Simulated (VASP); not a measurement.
# Sb (Fd-3m) in VASP: further runs

The runs below take Sb through single point, with r2SCAN.

Program: VASP 6.6.1. These are calculated values, not measurements. Logs are shortened: lines on timing, memory, paths and dates and some standing lists are left out, and cuts for length are marked.

### Step 1. The cell of the first run

It takes space group Fd-3m (No. 227, cubic). The conventional cell has a = 6.255 Å, b = 6.255 Å, c = 6.255 Å, α = 90.00°, β = 90.00°, γ = 90.00°. Within 3.6 Å of Sb (site symmetry -43m) lie 4 Sb at 2.71 Å.

This isn't the form of Sb at room conditions, which is rhombohedral.

### Step 2. Single point, r2SCAN

Contents of POSCAR:

```
Sb
1.0
    0.0000000000      3.1274997343      3.1274997343
    3.1274997343      0.0000000000      3.1274997343
    3.1274997343      3.1274997343      0.0000000000
Sb
2
Direct
    0.0000000000      0.0000000000      0.0000000000
    0.2500000000      0.2500000000      0.2500000000
```

Contents of INCAR.step1:

```
PREC = Accurate
ENCUT = 550
ISMEAR = -1
SIGMA = 0.1
LREAL = F
LASPH = T
NELM = 120
NBANDS = 12
GGA = PE
ALGO = Normal
EDIFF = 1E-5
LWAVE = T
LCHARG = F
GGA_COMPAT = F
```

Contents of INCAR.step2:

```
PREC = Accurate
ENCUT = 550
EDIFF = 1E-6
ISMEAR = -1
SIGMA = 0.1
LREAL = F
LASPH = T
NELM = 120
ALGO = Normal
ISIF = 2
LWAVE = F
LCHARG = F
METAGGA = R2SCAN
LMIXTAU = T
NBANDS = 12
ISTART = 1
GGA_COMPAT = F
```

Contents of KPOINTS:

```
Automatic mesh
0
Gamma
  6 6 6
```

Potentials or basis: VASP PAW PBE potentials, release 64 (Sb).

Started as:

```console
> cat potpaw_PBE.64/Sb/POTCAR > POTCAR
> cp INCAR.step1 INCAR
> mpirun -np 1 vasp_std > vasp.out
> cp INCAR.step2 INCAR
> mpirun -np 1 vasp_std > vasp.out
```

OUTCAR:

```text
PREC = Accurate
   ENCUT = 550
   EDIFF = 1E-6
   ISMEAR = -1
   LREAL = F
   LASPH = T
   NELM = 120
   ISIF = 2
   METAGGA = R2SCAN
   ISTART = 1

 ion  position               nearest neighbor table
   1  0.000  0.000  0.000-   2 2.71   2 2.71   2 2.71   2 2.71
   2  0.250  0.250  0.250-   1 2.71   1 2.71   1 2.71   1 2.71

  LATTYP: Found a face centered cubic cell.
 ALAT       =     6.2549994686

  Lattice vectors:

 A1 = (   0.0000000000,   3.1274997343,   3.1274997343)
 A2 = (   3.1274997343,   0.0000000000,   3.1274997343)
 A3 = (   3.1274997343,   3.1274997343,   0.0000000000)

Analysis of symmetry for initial positions (statically):
=====================================================================
 Subroutine PRICEL returns:
 Original cell was already a primitive cell.

 Routine SETGRP: Setting up the symmetry group for a
 face centered cubic supercell.

 Subroutine GETGRP returns: Found 48 space group operations
 (whereof 24 operations were pure point group operations)
 out of a pool of 48 trial point group operations.

The static configuration has the point symmetry T_d .
 The point group associated with its full space group is O_h .

Analysis of symmetry for dynamics (positions and initial velocities):
=====================================================================
 Subroutine PRICEL returns:
 Original cell was already a primitive cell.

 Routine SETGRP: Setting up the symmetry group for a
 face centered cubic supercell.

 Subroutine GETGRP returns: Found 48 space group operations
 (whereof 24 operations were pure point group operations)
 out of a pool of 48 trial point group operations.

The dynamic configuration has the point symmetry T_d .
 The point group associated with its full space group is O_h .

 Subroutine INISYM returns: Found 48 space group operations
 (whereof 24 operations are pure point group operations),
 and found     1 'primitive' translations

----------------------------------------------------------------------------------------

                                     Primitive cell

  volume of cell :      61.1817

  direct lattice vectors                    reciprocal lattice vectors
     0.000000000  3.127499734  3.127499734    -0.159872116  0.159872116  0.159872116
     3.127499734  0.000000000  3.127499734     0.159872116 -0.159872116  0.159872116
     3.127499734  3.127499734  0.000000000     0.159872116  0.159872116 -0.159872116

  length of vectors
     4.422952541  4.422952541  4.422952541     0.276906627  0.276906627  0.276906627

  position of ions in fractional coordinates (direct lattice)
     0.000000000  0.000000000  0.000000000
     0.250000000  0.250000000  0.250000000

  ion indices of the primitive-cell ions
   primitive index   ion index
                 1           1
                 2           2

----------------------------------------------------------------------------------------

 KPOINTS: Automatic mesh

Automatic generation of k-mesh.
 Grid dimensions read from file:
 generate k-points for:    6    6    6

 Generating k-lattice:

  Cartesian coordinates                     Fractional coordinates (reciprocal lattice)
    -0.026645353  0.026645353  0.026645353     0.166666667  0.000000000  0.000000000
     0.026645353 -0.026645353  0.026645353     0.000000000  0.166666667  0.000000000
     0.026645353  0.026645353 -0.026645353     0.000000000  0.000000000  0.166666667

  Length of vectors
     0.046151105  0.046151105  0.046151105

  Shift w.r.t. Gamma in fractional coordinates (k-lattice)
     0.000000000  0.000000000  0.000000000

 Subroutine IBZKPT returns following result:
 ===========================================

 Found     16 irreducible k-points:

 Following reciprocal coordinates:
            Coordinates               Weight
  0.000000  0.000000  0.000000      1.000000
  0.166667  0.000000  0.000000      8.000000
  0.333333  0.000000  0.000000      8.000000
  0.500000  0.000000  0.000000      4.000000
  0.166667  0.166667  0.000000      6.000000
  0.333333  0.166667  0.000000     24.000000
[... 8 lines left out ...]
 -0.333333  0.333333  0.166667     24.000000
 -0.333333  0.500000  0.166667     12.000000
   k-points           NKPTS =     16   k-points in BZ     NKDIM =     16   number of bands    NBANDS=     12
   number of dos      NEDOS =    301   number of ions     NIONS =      2
   total plane-waves  NPLWV =  46656
   dimension x,y,z NGX =    36 NGY =   36 NGZ =   36
   dimension x,y,z NGXF=    72 NGYF=   72 NGZF=   72
   ions per type =               2
   NGX,Y,Z   is equivalent  to a cutoff of  13.53, 13.53, 13.53 a.u.
   NGXF,Y,Z  is equivalent  to a cutoff of  27.06, 27.06, 27.06 a.u.
 SYSTEM =  unknown system
   PREC   = accura    normal or accurate (medium, high low for compatibility)
   ISTART =      1    job   : 0-new  1-cont  2-samecut
   ICHARG =      0    charge: 1-file 2-atom 10-const
   ISPIN  =      1    spin polarized calculation?
   LNONCOLLINEAR =      F non collinear calculations
   LSORBIT =      F    spin-orbit coupling
   LASPH  =      T    aspherical Exc in radial PAW
   ENCUT  =  550.0 eV  40.42 Ry    6.36 a.u.   8.46  8.46  8.46*2*pi/ulx,y,z
   NELM   =    120;   NELMIN=  2; NELMDL=  0     # of ELM steps
   EDIFF  = 0.1E-05   stopping-criterion for ELM
   LREAL  =      F    real-space projection
   EDIFFG = 0.1E-04   stopping-criterion for IOM
   NSW    =      0    number of steps for IOM
   IBRION =     -1    ionic relax: 0-MD 1-quasi-New 2-CG
   NFREE  =      0    steps in history (QN), initial steepest desc. (CG)
   ISIF   =      2    stress and relaxation
   ISYM   =      2    0-nonsym 1-usesym 2-fastsym
   POTIM  = 0.5000    time-step for ionic-motion
   TEBEG  =    0.0;   TEEND  =   0.0 temperature during run
   PSTRESS=    0.0 pullay stress
   NELECT =      10.0000    total number of electrons
   NUPDOWN=      -1.0000    fix difference up-down
   EMIN   =  10.00;   EMAX   =-10.00  energy-range for DOS
   EFERMI =   0.00;   METHOD = LEGACY
   ISMEAR =    -1;   SIGMA  =   0.10  broadening in eV -4-tet -1-fermi 0-gaus
   EFERMI_NEDOS =   21; number of points for ismear=-14 and -15
   IALGO  =     38    algorithm
   IMIX   =      4    mixing-type and parameters
     AMIX     =   0.40;   BMIX     =  1.00
     AMIX_MAG =   1.60;   BMIX_MAG =  1.00
  volume/ion in A,a.u.               =      30.59       206.44
  Fermi-wavevector in a.u.,A,eV,Ry     =   0.895092  1.691478 10.900841  0.801189
  Thomas-Fermi vector in A             =   2.017380
   LORBIT       =      0    0 simple, 1 ext, 2 COOP (PROOUT), +10 PAW based schemes
   METAGGA = R2SCAN    functional components
   LHFCALC =     F    Hartree Fock is set to
   AEXX    =    0.0000 exact exchange contribution
   IVDW    =     0    specifies the selected vdW correction
   LEPSILON=     F    determine dielectric tensor
   LRPA    =     F    only Hartree local field effects (RPA)
 non-spin polarized calculation
  energy-cutoff  :      550.00
  volume of cell :       61.18
 maximum number of plane-waves:      1820
 NGX is ok and might be reduce to    36
   NGX = 17   NGY = 17   NGZ = 17

 number of electron       9.9999999 magnetization

 Free energy of the ion-electron system (eV)
  ---------------------------------------------------
  ext. energy  EPLUGINS =         0.00000000
  ---------------------------------------------------
  free energy    TOTEN  =       -49.51023759 eV

  energy without entropy =      -49.43102974  energy(sigma->0) =      -49.47063367

 E-fermi :   7.7364     XC(G=0):  -9.7285

 val. band max:        7.5459193414   @ k =   0.0000   0.0000   0.0000
 cond. band min:       7.7730738695   @ k =  -0.3333   0.3333   0.1667
 fundamental gap:      0.2271545281
 Fermi energy:         7.7363803086

 k-point     1 :       0.0000    0.0000    0.0000
  band No.  band energies     occupation
      1      -7.0634      2.00000
      2       3.8908      2.00000
      3       4.8190      2.00000
      4       4.8190      2.00000
      5       4.8190      2.00000
      6       7.5459      1.74082
      7       7.5459      1.74082
      8       7.5459      1.74082
      9      11.7033      0.00000
     10      14.1215      0.00000
     11      14.1215      0.00000
     12      15.3136      0.00000

 k-point     2 :       0.1667    0.0000    0.0000
  band No.  band energies     occupation
      1      -6.7763      2.00000
      2       1.5656      2.00000
      3       4.3865      2.00000
      4       4.3865      2.00000
      5       5.5808      2.00000
      6       8.1332      0.03712
      7       8.1332      0.03712
      8       8.7852      0.00006
      9      12.7692      0.00000
     10      13.2992      0.00000
     11      13.2992      0.00000
     12      14.7382      0.00000

 k-point     3 :       0.3333    0.0000    0.0000
  band No.  band energies     occupation
      1      -5.9985      2.00000
      2      -0.9264      2.00000
      3       3.8086      2.00000
      4       3.8086      2.00000
      5       5.2758      2.00000
      6       8.7718      0.00006
      7       8.7718      0.00006
      8      11.4606      0.00000
      9      12.9231      0.00000
     10      13.6818      0.00000
     11      13.6818      0.00000
     12      16.5330      0.00000

 k-point     4 :       0.5000    0.0000    0.0000
  band No.  band energies     occupation
      1      -5.3608      2.00000
      2      -2.1651      2.00000
      3       3.5873      2.00000
      4       3.5873      2.00000
      5       5.1043      2.00000
      6       8.8761      0.00002
      7       8.8761      0.00002
      8      12.2657      0.00000
      9      14.9218      0.00000
     10      15.0546      0.00000
     11      15.3020      0.00000
     12      15.3020      0.00000

 k-point     5 :       0.1667    0.1667    0.0000
  band No.  band energies     occupation
      1      -6.6761      2.00000
      2       1.3843      2.00000
      3       3.7841      2.00000
      4       3.7841      2.00000
      5       6.9006      1.99953
      6       7.0060      1.99865
      7       9.0841      0.00000
      8       9.0841      0.00000
      9      12.1227      0.00000
     10      13.2439      0.00000
     11      14.4604      0.00000
     12      16.0812      0.00000
[... 108 lines left out ...]
      1      -3.7135      2.00000
      2      -3.7135      2.00000
      3       2.2414      2.00000
      4       2.2414      2.00000
      5       6.4072      2.00000
      6       6.4072      2.00000
      7      13.4896      0.00000
      8      13.4896      0.00000
      9      15.6293      0.00000
     10      15.6293      0.00000
     11      16.6109      0.00000
     12      16.6109      0.00000

 k-point    14 :       0.5000    0.3333    0.1667
  band No.  band energies     occupation
      1      -5.2654      2.00000
      2      -1.8113      2.00000
      3       1.8910      2.00000
      4       2.8336      2.00000
      5       7.7848      0.76235
      6       7.9365      0.23806
      7       9.6887      0.00000
      8      11.4222      0.00000
      9      13.7741      0.00000
     10      14.3593      0.00000
     11      16.3943      0.00000
     12      17.0875      0.00000

 k-point    15 :      -0.3333    0.3333    0.1667
  band No.  band energies     occupation
      1      -4.5599      2.00000
      2      -2.7562      2.00000
      3       1.5308      2.00000
      4       2.5015      2.00000
      5       7.7731      0.81856
      6       8.8505      0.00003
      7      10.6919      0.00000
      8      10.7860      0.00000
      9      12.8392      0.00000
     10      15.8063      0.00000
     11      15.8759      0.00000
     12      16.7042      0.00000

 k-point    16 :      -0.3333    0.5000    0.1667
  band No.  band energies     occupation
      1      -3.6795      2.00000
      2      -3.6795      2.00000
      3       1.8463      2.00000
      4       1.8463      2.00000
      5       7.8744      0.40206
      6       7.8744      0.40206
      7      11.1983      0.00000
      8      11.1983      0.00000
      9      15.1039      0.00000
     10      15.1039      0.00000
     11      16.7054      0.00000
     12      16.7054      0.00000

------------------------ aborting loop because EDIFF is reached ----------------------------------------

  FORCE on cell =-STRESS in cart. coord.  units (eV):
  Direction    XX          YY          ZZ          XY          YZ          ZX
  --------------------------------------------------------------------------------------
  -------------------------------------------------------------------------------------
  Total        7.8065409      7.8065409      7.8065409      0.0000000     -0.0000000     -0.0000000
  in kB      204.4312960    204.4312960    204.4312960      0.0000000     -0.0000000     -0.0000000
  external PRESSURE =     204.4312960 kB  Pullay stress =       0.0000000 kB

 VOLUME and BASIS-vectors are now :
 -----------------------------------------------------------------------------
  energy-cutoff  :      550.00
  volume of cell :       61.18
      direct lattice vectors                 reciprocal lattice vectors
     0.000000000  3.127499734  3.127499734    -0.159872116  0.159872116  0.159872116
     3.127499734  0.000000000  3.127499734     0.159872116 -0.159872116  0.159872116
     3.127499734  3.127499734  0.000000000     0.159872116  0.159872116 -0.159872116

 POSITION                                       TOTAL-FORCE (eV/Angst)
 -----------------------------------------------------------------------------------
      0.00000      0.00000      0.00000         0.000000      0.000000      0.000000
      1.56375      1.56375      1.56375        -0.000000     -0.000000     -0.000000
 -----------------------------------------------------------------------------------
    total drift:                                0.000000      0.000000      0.000000

  FREE ENERGIE OF THE ION-ELECTRON SYSTEM (eV)
  ---------------------------------------------------
  free  energy   TOTEN  =       -49.5102375882 eV

  energy  without entropy=      -49.4310297426  energy(sigma->0) =      -49.47063367
```

Wall time 51 s (1 thread of Intel Xeon Platinum 8488C (Sapphire Rapids), shared host); peak memory 0.2 GiB.

Results:

```yaml
Free_energy: -49.5102 eV
Pressure: 20.4 GPa
Band_gap_on_the_k_mesh: zero (bands 5 and 6 overlap by 1.47 eV)
```

Caveat: the cell stands under pressure; the PAW data sets were made with another functional, which shifts forces and pressure a little; spin-orbit coupling is left out, which moves the levels of the heavy elements.

### Step 3. Single point, r2SCAN

This run uses another cell than the first one, of 34.49 Å³/atom.

Contents of POSCAR:

```
Sb
1.0
    0.0000000000      3.2551277173      3.2551277173
    3.2551277173      0.0000000000      3.2551277173
    3.2551277173      3.2551277173      0.0000000000
Sb
2
Direct
    0.0000000000      0.0000000000      0.0000000000
    0.2500000000      0.2500000000      0.2500000000
```

Contents of INCAR.step1:

```
PREC = Accurate ; ENCUT = 550
ISMEAR = -1 ; SIGMA = 0.1
LREAL = F ; LASPH = T
NELM = 120 ; NBANDS = 12
GGA = PE ; ALGO = Normal
EDIFF = 1E-5 ; LWAVE = T
LCHARG = F ; GGA_COMPAT = F
```

Contents of INCAR.step2:

```
PREC = Accurate ; ENCUT = 550
EDIFF = 1E-6 ; ISMEAR = -1
SIGMA = 0.1 ; LREAL = F
LASPH = T ; NELM = 120
ALGO = Normal ; ISIF = 2
LWAVE = F ; LCHARG = F
METAGGA = R2SCAN ; LMIXTAU = T
NBANDS = 12 ; ISTART = 1
GGA_COMPAT = F
```

Contents of KPOINTS:

```
regular mesh
0
Gamma
  6 6 6
```

Potentials or basis: VASP PAW PBE potentials, release 64 (Sb).

Started as:

```console
> cat potpaw_PBE.64/Sb/POTCAR > POTCAR
> cp INCAR.step1 INCAR
> mpirun -np 1 vasp_std > vasp.out
> cp INCAR.step2 INCAR
> mpirun -np 1 vasp_std > vasp.out
```

It took 48 s on 1 thread of Intel Xeon Platinum 8488C (Sapphire Rapids), shared host; peak memory 0.21 GiB.

The run converged. Its results:

| Quantity | Value |
| --- | --- |
| Free energy | -50.2365 eV |
| Pressure | 10.2 GPa |
| Band gap on the k mesh | zero (bands 5 and 6 overlap by 1.24 eV) |

Levels at points of the mesh, in eV from the Fermi level:
```tsv
k point	band 1	band 2	band 3	band 4	band 5	band 6	band 7	band 8	band 9	band 10
(0.00, 0.00, 0.00)	-13.72	-4.53	-2.59	-2.59	-2.59	0.05	0.05	0.05	4.06	6.45
(0.50, 0.00, 0.00)	-12.25	-9.26	-3.65	-3.65	-2.60	1.31	1.31	4.63	6.46	6.88
(0.50, 0.50, 0.00)	-10.78	-10.78	-4.80	-4.80	-0.99	-0.99	5.18	5.18	7.23	7.23
```

Caveat: the cell stands under pressure; the PAW data sets were made with another functional, which shifts forces and pressure a little; spin-orbit coupling is left out, which moves the levels of the heavy elements.

[end of part 1 of 2]
